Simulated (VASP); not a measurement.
# Tl (P6_3/mmc) in VASP: a series of runs

Tl is run at these levels: PBE+D3(BJ); tasks: single point, relaxation of cell and atoms.

All numbers are computed with VASP 6.6.1; they aren't measurements. Logs are shortened: lines on timing, memory, paths and dates and some standing lists are left out, and cuts for length are marked.

## Step 1: The cell of the first run

Symmetry: P6_3/mmc, No. 194, hexagonal system. The conventional cell has a = 3.456 Å, b = 3.456 Å, c = 11.463 Å, α = 90.00°, β = 90.00°, γ = 120.00°. Within 4.5 Å of Tl (site symmetry -3m) lie 12 Tl at 3.46 to 3.49 Å. Within 4.5 Å of Tl (site symmetry -6m2) lie 12 Tl at 3.46 to 3.49 Å.

## Step 2: Single point, PBE+D3(BJ) (strain along c alone, the other axes held: +1.0 %)

File INCAR:

```
SYSTEM = Tl
PREC = Accurate
ENCUT = 520
EDIFF = 1E-6
ISMEAR = 0
SIGMA = 0.1
LREAL = .FALSE.
LASPH = .TRUE.
NELM = 100
ALGO = Fast
ISIF = 2
LWAVE = .FALSE.
LCHARG = .FALSE.
GGA = PE
IVDW = 12
NBANDS = 34
```

File KPOINTS:

```
Automatic mesh
0
G
  18 18 6
  0 0 0
```

File POSCAR:

```
Tl
1.0
    3.4563066890      0.0000000000      0.0000000000
   -1.7281533445      2.9932493959      0.0000000000
    0.0000000000      0.0000000000     11.4634825133
Tl
4
Direct
    0.0000000000      0.0000000000      0.0000000000
    0.3333333333      0.6666666667      0.2500000000
    0.0000000000      0.0000000000      0.5000000000
    0.6666666667      0.3333333333      0.7500000000
```

Potentials or basis: VASP PAW PBE potentials, release 64 (Tl_d).

Started as:

```sh
$ cat potpaw_PBE.64/Tl_d/POTCAR > POTCAR
$ mpirun -np 1 vasp_std > vasp.out
```

OUTCAR:

```text
SYSTEM = Tl
   PREC = Accurate
   ENCUT = 520
   EDIFF = 1E-6
   ISMEAR = 0
   LREAL = .FALSE.
   LASPH = .TRUE.
   NELM = 100
   ISIF = 2
   GGA = PE
   IVDW = 12
 IVDW          = 12

 ion  position               nearest neighbor table
   1  0.000  0.000  0.000-   2 3.49   4 3.49   2 3.49   4 3.49   4 3.49   2 3.49
   2  0.333  0.667  0.250-   1 3.49   3 3.49   1 3.49   3 3.49   1 3.49   3 3.49
   3  0.000  0.000  0.500-   2 3.49   4 3.49   2 3.49   4 3.49   4 3.49   2 3.49
   4  0.667  0.333  0.750-   1 3.49   3 3.49   1 3.49   3 3.49   1 3.49   3 3.49

  LATTYP: Found a hexagonal cell.
 ALAT       =     3.4563066890
 C/A-ratio  =     3.3166855678

  Lattice vectors:

 A1 = (   3.4563066890,   0.0000000000,   0.0000000000)
 A2 = (  -1.7281533445,   2.9932493959,   0.0000000000)
 A3 = (   0.0000000000,   0.0000000000,  11.4634825133)

Analysis of symmetry for initial positions (statically):
=====================================================================
 Subroutine PRICEL returns:
 Original cell was already a primitive cell.

 Routine SETGRP: Setting up the symmetry group for a
 hexagonal supercell.

 Subroutine GETGRP returns: Found 24 space group operations
 (whereof 12 operations were pure point group operations)
 out of a pool of 24 trial point group operations.

The static configuration has the point symmetry D_3d.
 The point group associated with its full space group is D_6h.

Analysis of symmetry for dynamics (positions and initial velocities):
=====================================================================
 Subroutine PRICEL returns:
 Original cell was already a primitive cell.

 Routine SETGRP: Setting up the symmetry group for a
 hexagonal supercell.

 Subroutine GETGRP returns: Found 24 space group operations
 (whereof 12 operations were pure point group operations)
 out of a pool of 24 trial point group operations.

The dynamic configuration has the point symmetry D_3d.
 The point group associated with its full space group is D_6h.

 Subroutine INISYM returns: Found 24 space group operations
 (whereof 12 operations are pure point group operations),
 and found     1 'primitive' translations

----------------------------------------------------------------------------------------

                                     Primitive cell

  volume of cell :     118.5965

  direct lattice vectors                    reciprocal lattice vectors
     3.456306689  0.000000000  0.000000000     0.289326177  0.167042546  0.000000000
    -1.728153344  2.993249396  0.000000000     0.000000000  0.334085092  0.000000000
     0.000000000  0.000000000 11.463482513     0.000000000  0.000000000  0.087233526

  length of vectors
     3.456306689  3.456306689 11.463482513     0.334085092  0.334085092  0.087233526

  position of ions in fractional coordinates (direct lattice)
     0.000000000  0.000000000  0.000000000
     0.333333333  0.666666667  0.250000000
     0.000000000  0.000000000  0.500000000
     0.666666667  0.333333333  0.750000000

  ion indices of the primitive-cell ions
   primitive index   ion index
                 1           1
                 2           2
                 3           3
                 4           4

----------------------------------------------------------------------------------------

 KPOINTS: Automatic mesh

Automatic generation of k-mesh.
 Grid dimensions read from file:
 generate k-points for:   18   18    6

 Generating k-lattice:

  Cartesian coordinates                     Fractional coordinates (reciprocal lattice)
     0.016073676  0.009280141  0.000000000     0.055555556 -0.000000000  0.000000000
     0.000000000  0.018560283  0.000000000     0.000000000  0.055555556  0.000000000
     0.000000000  0.000000000  0.014538921     0.000000000  0.000000000  0.166666667

  Length of vectors
     0.018560283  0.018560283  0.014538921

  Shift w.r.t. Gamma in fractional coordinates (k-lattice)
     0.000000000  0.000000000  0.000000000

 Subroutine IBZKPT returns following result:
 ===========================================

 Found    148 irreducible k-points:

 Following reciprocal coordinates:
            Coordinates               Weight
  0.000000  0.000000  0.000000      1.000000
  0.055556 -0.000000  0.000000      6.000000
  0.111111 -0.000000  0.000000      6.000000
  0.166667  0.000000  0.000000      6.000000
  0.222222 -0.000000  0.000000      6.000000
  0.277778 -0.000000  0.000000      6.000000
[... 16 lines left out ...]
  0.333333  0.111111  0.000000     12.000000
  0.388889  0.111111  0.000000     12.000000
 [... further k-points ...]
   k-points           NKPTS =    148   k-points in BZ     NKDIM =    148   number of bands    NBANDS=     34
   number of dos      NEDOS =    301   number of ions     NIONS =      4
   total plane-waves  NPLWV =  70560
   dimension x,y,z NGX =    28 NGY =   28 NGZ =   90
   dimension x,y,z NGXF=    56 NGYF=   56 NGZF=  180
   ions per type =               4
   NGX,Y,Z   is equivalent  to a cutoff of  13.47, 13.47, 13.05 a.u.
   NGXF,Y,Z  is equivalent  to a cutoff of  26.94, 26.94, 26.10 a.u.
 SYSTEM =  Tl
   PREC   = accura    normal or accurate (medium, high low for compatibility)
   ISTART =      0    job   : 0-new  1-cont  2-samecut
   ICHARG =      2    charge: 1-file 2-atom 10-const
   ISPIN  =      1    spin polarized calculation?
   LNONCOLLINEAR =      F non collinear calculations
   LSORBIT =      F    spin-orbit coupling
   LASPH  =      T    aspherical Exc in radial PAW
   ENCUT  =  520.0 eV  38.22 Ry    6.18 a.u.   6.43  6.43 21.31*2*pi/ulx,y,z
   NELM   =    100;   NELMIN=  2; NELMDL= -5     # of ELM steps
   EDIFF  = 0.1E-05   stopping-criterion for ELM
   LREAL  =      F    real-space projection
   EDIFFG = 0.1E-04   stopping-criterion for IOM
   NSW    =      0    number of steps for IOM
   IBRION =     -1    ionic relax: 0-MD 1-quasi-New 2-CG
   NFREE  =      0    steps in history (QN), initial steepest desc. (CG)
   ISIF   =      2    stress and relaxation
   ISYM   =      2    0-nonsym 1-usesym 2-fastsym
   POTIM  = 0.5000    time-step for ionic-motion
   TEBEG  =    0.0;   TEEND  =   0.0 temperature during run
   PSTRESS=    0.0 pullay stress
   NELECT =      52.0000    total number of electrons
   NUPDOWN=      -1.0000    fix difference up-down
   EMIN   =  10.00;   EMAX   =-10.00  energy-range for DOS
   EFERMI =   0.00;   METHOD = LEGACY
   ISMEAR =     0;   SIGMA  =   0.10  broadening in eV -4-tet -1-fermi 0-gaus
   EFERMI_NEDOS =   21; number of points for ismear=-14 and -15
   IALGO  =     68    algorithm
   IMIX   =      4    mixing-type and parameters
     AMIX     =   0.40;   BMIX     =  1.00
     AMIX_MAG =   1.60;   BMIX_MAG =  1.00
  volume/ion in A,a.u.               =      29.65       200.08
  Fermi-wavevector in a.u.,A,eV,Ry     =   1.243709  2.350269 21.045648  1.546811
  Thomas-Fermi vector in A             =   2.378008
   LORBIT       =      0    0 simple, 1 ext, 2 COOP (PROOUT), +10 PAW based schemes
   GGA     = PE    functional components
   LHFCALC =     F    Hartree Fock is set to
   AEXX    =    0.0000 exact exchange contribution
   IVDW    =    12    specifies the selected vdW correction
   LEPSILON=     F    determine dielectric tensor
   LRPA    =     F    only Hartree local field effects (RPA)
 non-spin polarized calculation
 RMM-DIIS sequential band-by-band and
 Gauss-broadening in eV      SIGMA  =   0.10
  energy-cutoff  :      520.00
  volume of cell :      118.60
 maximum number of plane-waves:      3237
 NGX is ok and might be reduce to    28
   NGX = 13   NGY = 13   NGZ = 43

 number of electron      52.0000005 magnetization

 Free energy of the ion-electron system (eV)
  ---------------------------------------------------
  ext. energy  EPLUGINS =         0.00000000
  ---------------------------------------------------
  free energy    TOTEN  =        -8.81195475 eV

  energy without entropy =       -8.79989662  energy(sigma->0) =       -8.80592568

 E-fermi :   6.1868     XC(G=0): -10.0124

 val. band max:        6.1827792287   @ k =   0.3333   0.0556   0.1667
 cond. band min:       6.1915324045   @ k =   0.2778   0.2222   0.1667
 fundamental gap:      0.0087531759
 Fermi energy:         6.1867685223

 k-point     1 :       0.0000    0.0000    0.0000
  band No.  band energies     occupation
      1      -5.5454      2.00000
      2      -5.4548      2.00000
      3      -5.4374      2.00000
      4      -5.3817      2.00000
      5      -5.3641      2.00000
      6      -5.3641      2.00000
[... 26 lines left out ...]
     33      15.2791      0.00000
     34      15.9180      0.00000

 k-point     2 :       0.0556   -0.0000    0.0000
  band No.  band energies     occupation
      1      -5.5335      2.00000
      2      -5.4463      2.00000
      3      -5.4337      2.00000
      4      -5.3771      2.00000
      5      -5.3674      2.00000
      6      -5.3534      2.00000
[... 26 lines left out ...]
     33      15.0966      0.00000
     34      15.7717      0.00000

 k-point     3 :       0.1111   -0.0000    0.0000
  band No.  band energies     occupation
      1      -5.5066      2.00000
      2      -5.4318      2.00000
      3      -5.4318      2.00000
      4      -5.3707      2.00000
      5      -5.3680      2.00000
      6      -5.3585      2.00000
[... 26 lines left out ...]
     33      14.6404      0.00000
     34      14.8143      0.00000
[... 704 lines left out ...]
 k-point    23 :       0.3333    0.1111    0.0000
  band No.  band energies     occupation
      1      -5.5932      2.00000
      2      -5.5339      2.00000
      3      -5.5056      2.00000
      4      -5.4815      2.00000
      5      -5.4467      2.00000
      6      -5.3593      2.00000
[... 26 lines left out ...]
     33      10.9734      0.00000
     34      12.0011      0.00000

 k-point    24 :       0.3889    0.1111    0.0000
  band No.  band energies     occupation
      1      -5.6132      2.00000
      2      -5.5611      2.00000
      3      -5.5167      2.00000
      4      -5.4938      2.00000
      5      -5.4681      2.00000
      6      -5.3777      2.00000
[... 26 lines left out ...]
     33      10.5987      0.00000
     34      12.3548      0.00000

 [... further k-points ...]

------------------------ aborting loop because EDIFF is reached ----------------------------------------

 Edisp (eV)   -1.32065

 E8    (eV) :    -0.6904

  FORCE on cell =-STRESS in cart. coord.  units (eV):
  Direction    XX          YY          ZZ          XY          YZ          ZX
  --------------------------------------------------------------------------------------
  -------------------------------------------------------------------------------------
  Total      -0.18246    -0.18246    -0.49865    -0.00000     0.00000    -0.00000
  in kB      -2.46494    -2.46494    -6.73657    -0.00000     0.00000    -0.00000
  external pressure =       -3.89 kB  Pullay stress =        0.00 kB

 VOLUME and BASIS-vectors are now :
 -----------------------------------------------------------------------------
  energy-cutoff  :      520.00
  volume of cell :      118.60
      direct lattice vectors                 reciprocal lattice vectors
     3.456306689  0.000000000  0.000000000     0.289326177  0.167042546  0.000000000
    -1.728153344  2.993249396  0.000000000     0.000000000  0.334085092  0.000000000
     0.000000000  0.000000000 11.463482513     0.000000000  0.000000000  0.087233526

 POSITION                                       TOTAL-FORCE (eV/Angst)
 -----------------------------------------------------------------------------------
      0.00000      0.00000      0.00000         0.000000      0.000000      0.000000
     -0.00000      1.99550      2.86587         0.000000      0.000000     -0.000000
      0.00000      0.00000      5.73174         0.000000      0.000000      0.000000
      1.72815      0.99775      8.59761        -0.000000      0.000000      0.000000
 -----------------------------------------------------------------------------------
    total drift:                                0.000000     -0.000000      0.000000

  FREE ENERGIE OF THE ION-ELECTRON SYSTEM (eV)
  ---------------------------------------------------
  free  energy   TOTEN  =       -10.1326017176 eV

  energy  without entropy=      -10.1205435834  energy(sigma->0) =      -10.12657265
```

Wall time 8.7 min (1 thread of Intel Xeon 8259CL, shared host); peak memory 0.56 GiB.

What came out:

* Free energy: -10.1326 eV
* Pressure: -0.4 GPa
* Band gap on the k mesh: zero (bands 26 and 27 overlap by 4.09 eV)
* Dispersion energy per atom: -0.330 eV

Caveat: the cell differs from its parent crystal (strain along c alone, the other axes held: +1.0 %); spin-orbit coupling is left out, which moves the levels of the heavy elements.

## Step 3: Relaxation of cell and atoms, PBE+D3(BJ), target pressure 15 GPa, at which the enthalpy is minimised

This run uses another cell than the first one, of 23.15 Å³/atom.

File INCAR:

```
SYSTEM = Tl
PREC = Accurate
ENCUT = 600
EDIFF = 1E-7
ISMEAR = 0
SIGMA = 0.1
LREAL = .False.
LASPH = .True.
NELM = 100
ALGO = Normal
ISIF = 3
LWAVE = .False.
LCHARG = .False.
GGA = PE
IVDW = 12
IBRION = 2
NSW = 70
EDIFFG = -0.008
PSTRESS = 150.0
```

File KPOINTS:

```
Automatic mesh
0
Gamma
  15 15 4
  0 0 0
```

File POSCAR:

```
Tl
1.0
    3.1937593394      0.0000000000      0.0000000000
   -1.5968796697      2.7658767215      0.0000000000
    0.0000000000      0.0000000000     10.4834379525
Tl
4
Direct
    0.0000000000      0.0000000000      0.0000000000
    0.3333333333      0.6666666667      0.2500000000
    0.0000000000      0.0000000000      0.5000000000
    0.6666666667      0.3333333333      0.7500000000
```

Potentials or basis: VASP PAW PBE potentials, release 64 (Tl_d).

Started as:

```sh
$ cat potpaw_PBE.64/Tl_d/POTCAR > POTCAR
$ mpirun -np 1 vasp_std > vasp.out
```

OUTCAR:

```text
SYSTEM = Tl
   PREC = Accurate
   ENCUT = 600
   EDIFF = 1E-7
   ISMEAR = 0
   LREAL = .False.
   LASPH = .True.
   NELM = 100
   ISIF = 3
   GGA = PE
   IVDW = 12
   IBRION = 2
   NSW = 70
   EDIFFG = -0.008
   PSTRESS = 150.0
 IVDW          = 12

 ion  position               nearest neighbor table
   1  0.000  0.000  0.000-   2 3.20   4 3.20   4 3.20   2 3.20   4 3.20   2 3.20
   2  0.333  0.667  0.250-   1 3.20   3 3.20   1 3.20   3 3.20   1 3.20   3 3.20
   3  0.000  0.000  0.500-   2 3.20   4 3.20   4 3.20   2 3.20   4 3.20   2 3.20
   4  0.667  0.333  0.750-   1 3.20   3 3.20   1 3.20   3 3.20   1 3.20   3 3.20

  LATTYP: Found a hexagonal cell.
 ALAT       =     3.1937593394
 C/A-ratio  =     3.2824758657

  Lattice vectors:

 A1 = (   3.1937593394,   0.0000000000,   0.0000000000)
 A2 = (  -1.5968796697,   2.7658767215,   0.0000000000)
 A3 = (   0.0000000000,   0.0000000000,  10.4834379525)

Analysis of symmetry for initial positions (statically):
=====================================================================
 Subroutine PRICEL returns:
[... 182 lines left out ...]

 Edisp (eV)   -1.70914

 E8    (eV) :    -0.8965
[... 167 lines left out ...]
--------------------------------------- Ionic step        5  -------------------------------------------

 number of electron      52.0000006 magnetization

 Free energy of the ion-electron system (eV)
  ---------------------------------------------------
  ext. energy  EPLUGINS =         0.00000000
  ---------------------------------------------------
  free energy    TOTEN  =        -7.52323989 eV

  energy without entropy =       -7.51500866  energy(sigma->0) =       -7.51912427

 E-fermi :   9.0992     XC(G=0): -11.2932

 val. band max:        9.0880151900   @ k =   0.3333   0.2000   0.5000
 cond. band min:       9.1040045656   @ k =   0.2667   0.2000   0.0000
 fundamental gap:      0.0159893756
 Fermi energy:         9.0991792401

 k-point     1 :       0.0000    0.0000    0.0000
  band No.  band energies     occupation
      1      -3.4153      2.00000
      2      -3.1831      2.00000
      3      -3.1617      2.00000
      4      -2.9448      2.00000
      5      -2.9394      2.00000
      6      -2.9394      2.00000
[... 805 lines left out ...]
     30      10.9700      0.00000
     31      11.6002      0.00000

 [... further k-points ...]

------------------------ aborting loop because EDIFF is reached ----------------------------------------

 Edisp (eV)   -1.70889

 E8    (eV) :    -0.8964
[... 31 lines left out ...]
  energy  without entropy=       -9.2238944753  energy(sigma->0) =       -9.22801009

  enthalpy is  TOTEN    =        -0.5608804104 eV   P V=        8.6712453001

 reached required accuracy - stopping structural energy minimisation
```

OSZICAR:

```text
N       E                     dE             d eps       ncg     rms          rms(c)
DAV:   1     0.342130461082E+03    0.34213E+03   -0.31088E+04  5022   0.183E+03
DAV:   2     0.799307504015E+00   -0.34133E+03   -0.33609E+03  5407   0.397E+02
[... 34 lines left out ...]
   4 F= -.56087623E+00 E0= -.55675704E+00  d E =-.481601E-05
       N       E                     dE             d eps       ncg     rms          rms(c)
DAV:   1    -0.752331685550E+01   -0.31764E-02   -0.20484E-03  5414   0.306E-01    0.457E-02
DAV:   2    -0.752325635455E+01    0.60501E-04   -0.11707E-04  5302   0.787E-02    0.195E-02
DAV:   3    -0.752324279015E+01    0.13564E-04   -0.28043E-05  5449   0.387E-02    0.124E-02
DAV:   4    -0.752323986631E+01    0.29238E-05   -0.39772E-06  5443   0.136E-02    0.163E-03
DAV:   5    -0.752323989043E+01   -0.24120E-07   -0.75004E-07  5190   0.618E-03
   5 F= -.56088041E+00 E0= -.55676479E+00  d E =-.899279E-05
```

It took 12 min on 1 thread of Intel Xeon Platinum 8259CL at 2.50GHz (Skylake/Cascade Lake), shared host; peak memory 0.4 GiB.

Results:

```yaml
Free_energy: -9.2321 eV
Relaxed_volume: 23.15 Å³/atom
Relaxed_cell: a = 3.196 Å, b = 3.196 Å, c = 10.472 Å, α = 90.00°, β = 90.00°, γ = 120.00°
Space_group_after_relaxing_to_0.1_Å: P6_3/mmc (No. 194)
Energy_change_on_relaxing_the_run_minimises_the_enthalpy: -0.3 meV/atom
Ionic_steps: 5
Pressure_after_relaxing: 15.0 GPa
Band_gap_on_the_k_mesh: zero (bands 26 and 27 overlap by 5.43 eV)
Dispersion_energy_per_atom: -0.427 eV
```

The path:
```
step  energy change (eV)  largest force (eV/Å)  pressure (GPa)  volume (Å³)
   1              0.0000                0.0000           15.02        92.61
   2             -0.0037                0.0000           14.98        92.64
   3             -0.0053                0.0000           14.96        92.66
   4              0.0013                0.0000           15.04        92.59
   5             -0.0013                0.0000           15.00        92.62
```

Final structure:
```cif
data_structure
_symmetry_space_group_name_H-M 'P 1'
_symmetry_Int_Tables_number 1
_cell_length_a 3.1958
_cell_length_b 3.1958
_cell_length_c 10.4718
_cell_angle_alpha 90.000
_cell_angle_beta 90.000
_cell_angle_gamma 120.000
_cell_volume 92.62
loop_
_atom_site_label
_atom_site_type_symbol
_atom_site_fract_x
_atom_site_fract_y
_atom_site_fract_z
_atom_site_occupancy
Tl1 Tl 0.00000 0.00000 0.00000 1
Tl2 Tl 0.33333 0.66667 0.25000 1
Tl3 Tl 0.00000 0.00000 0.50000 1
Tl4 Tl 0.66667 0.33333 0.75000 1
```

Levels at points of the mesh, in eV from the Fermi level:
```
           k point  band 23  band 24  band 25  band 26  band 27  band 28  band 29  band 30
(0.00, 0.00, 0.00)    -9.92    -5.26    -3.93     3.68     3.69     9.76     9.76    10.64
(0.00, 0.00, 0.50)    -7.72    -7.72    -0.73    -0.73     8.47     8.47    10.10    10.10
```

Caveat: the cell is relaxed towards a set pressure, so the run minimises the enthalpy, not the energy; spin-orbit coupling is left out, which moves the levels of the heavy elements.

(Part 1 of 2 ends here.)
